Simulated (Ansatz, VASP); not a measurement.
# Two plane-wave programs on H

INCAR

```
  PREC = Accurate
  ENCUT = 520
  EDIFF = 1E-6
  ISMEAR = 0
  SIGMA = 0.1
  LREAL = F
  LASPH = T
  NELM = 150
  ALGO = Normal
  ISIF = 2
  LWAVE = F
  LCHARG = T
  ISPIN = 2
  MAGMOM = 1.03 1.03
  LORBIT = 11
  GGA = B5
  ALDAX = 1.0
  AGGAX = 1.0
  AGGAC = 1.0
  ALDAC = 0.0
  LELF = T
  LVHAR = T
  NBANDS = 12
```

The input KPOINTS:

```
Automatic mesh
0
Gamma
  3 3 4
```

POSCAR

```
H
1.0
    5.1702470185      0.0000000000      0.0000000000
   -2.5851235093      4.4775652619      0.0000000000
    0.0000000000      0.0000000000      3.8495250000
H
2
Direct
    0.3333333333      0.6666666667      0.2500000000
    0.6666666667      0.3333333333      0.7500000000
```

Input for Ansatz:

```yaml
crystal:
  lattice:
    - [5.1702470185, 0.0, 0.0]
    - [-2.5851235093, 4.4775652619, 0.0]
    - [0.0, 0.0, 3.849525]
  atoms:
    - { symbol: H, position: [0.3333333333, 0.6666666667, 0.25], spin: 1.03 }
    - { symbol: H, position: [0.6666666667, 0.3333333333, 0.75], spin: 1.03 }
basis:
  ecutwfc: 480
kpoints:
  mp_grid: { grid: [3, 3, 4] }
hamiltonian:
  xc: blyp
scf:
  occupations: { method: gaussian, width: 0.1 }
  lower_state_search: "off"
output:
  forces: true
  stress: true
  eigenvalues: true
  populations: true
magnetization:
  spin_polarized: true
```

Alike in both runs: task single point; functional BLYP; k mesh 3 × 3 × 4; occupations gaussian, width 0.1 eV; collinear spin.

```csv
,VASP,Ansatz
version,VASP 6.6.1,Ansatz 0.2.0
potentials or method,"VASP PAW PBE potentials, release 64 (H), cutoff 520 eV","scalar-relativistic, plane waves, PAW"
valence electrons in the cell,2,2
```

|  | VASP | Ansatz | Ansatz less VASP |
| --- | --- | --- | --- |
| gap on the k mesh at the Fermi level (eV) | 5.50 | 3.95 | -1.556 |
| least direct gap on the mesh (eV) | 5.50 | 3.95 | -1.556 |
| pressure (GPa) | 0.2 | 0.3 | +0.04 |
| net moment per atom (μB) | 1.00 | 1.00 | 0.000 |
| size of the moment on the site where the two differ most (μB) | 0.38 | 0.94 | +0.555 |

VASP's potentials were made for PBE, not for BLYP. Site moments also hang on the region over which each program counts them. Ansatz's warnings: nearly empty spin channel levels not settled, stability check not made.

The k mesh is coarse, so the values compare programs but aren't converged.
